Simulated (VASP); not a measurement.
A run of VASP 6.6.1:

INCAR

```
SYSTEM = Be12Cl
ALGO = Normal ; EDIFF = 1E-6
ENCUT = 520 ; GGA = PE
ISIF = 2 ; ISMEAR = -1
IVDW = 12 ; LASPH = .True.
LCHARG = .True. ; LELF = .True.
LREAL = .False. ; LVHAR = .True.
LWAVE = .False. ; NBANDS = 28
NELM = 60 ; PREC = Accurate
SIGMA = 0.1
```

Contents of KPOINTS:

```
k-points
0
Gamma
  4 4 1
  0 0 0
```

The input POSCAR:

```
Be12Cl
1.0
    4.5800000000      0.0000000000      0.0000000000
    2.2900000000      3.9663960000      0.0000000000
    0.0000000000      0.0000000000     16.5884300000
Be Cl
12 1
Direct
    0.0000000000      0.0000000000      0.0602829804
    0.5000000000      0.0000000000      0.0602829804
    0.0000000000      0.5000000000      0.0602829804
    0.5000000000      0.5000000000      0.0602829804
   -0.1670907953      0.3306606300      0.1657239413
    0.3257241411      0.3411774820      0.1668095172
   -0.1635636816      0.8286701580      0.1680976440
    0.3255806264      0.8265321970      0.1667353089
   -0.0044398008      0.0021896452      0.2778143562
    0.4869334339      0.0018313855      0.2630242886
   -0.0044314763      0.4921061841      0.2778459444
    0.4971977178      0.4965220316      0.2725725702
    0.0836882196     -0.2980751292      0.3818625994
```

Potentials or basis: VASP PAW PBE potentials, release 64 (Be, Cl).

Command:

```bash
$ cat potpaw_PBE.64/Be/POTCAR potpaw_PBE.64/Cl/POTCAR > POTCAR
$ mpirun -np 1 vasp_std > vasp.out
```

Hardware: 1 thread of Intel Xeon 8259CL (shared host).

Task: How long does it take, and how much memory?

Result: Wall time 4 min on 1 thread of Intel Xeon 8259CL (shared host), peak memory 0.41 GiB. Counts: scf iterations 24, k points 10.
